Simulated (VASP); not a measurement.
Write the native input for VASP 6.6.1 that does the following.

```yaml
Task: single point
Functional: PBE
Potentials_or_basis: VASP PAW PBE potentials, release 64 (B, P)
Cutoff: 520 eV
k_mesh: 8 × 8 × 8
Occupations: gaussian, width 0.01 eV
Spin: no spin polarisation
Dipole_correction: no
Further_INCAR_settings: ALGO = Normal; EDIFF = 1e-07; NBANDS = 11
```

The structure of BP lies in POSCAR:

```
BP
1.0
    0.0000000000      2.2840269280      2.2840269280
    2.2840269280      0.0000000000      2.2840269280
    2.2840269280      2.2840269280      0.0000000000
B P
1 1
Direct
    0.0000000000      0.0000000000      0.0000000000
    0.2500000000      0.2500000000      0.2500000000
```

These files were run (other wordings do the same):

INCAR

```
SYSTEM = BP
PREC     = Accurate       ! precision mode
ENCUT    = 520            ! plane-wave cutoff, eV
EDIFF    = 1E-7           ! SCF threshold, eV
ISMEAR   = 0              ! smearing method
SIGMA    = 0.01           ! smearing width, eV
LREAL    = .False.        ! projectors in reciprocal space
LASPH    = .True.         ! aspherical terms in the spheres
NELM     = 60             ! most SCF steps
ALGO     = Normal         ! electronic algorithm
ISIF     = 2              ! what is computed and relaxed
LWAVE    = .False.        ! write WAVECAR
LCHARG   = .False.        ! write CHGCAR
GGA      = PE             ! functional
NBANDS   = 11             ! bands
```

KPOINTS

```
regular mesh
0
Gamma
  8 8 8
  0 0 0
```

Potentials or basis: VASP PAW PBE potentials, release 64 (B, P).

Run with:

```console
$ cat potpaw_PBE.64/B/POTCAR potpaw_PBE.64/P/POTCAR > POTCAR
$ mpirun -np 1 vasp_std > vasp.out
```

It gave:

```
Pressure               : -2.2 GPa
Band gap on the k mesh : 1.29 eV, indirect (least direct gap 3.37 eV)
```

Wall time 3.4 s on 1 thread of AMD EPYC 9R45 (Zen 5), with other jobs on the host, peak memory 0.1 GiB.
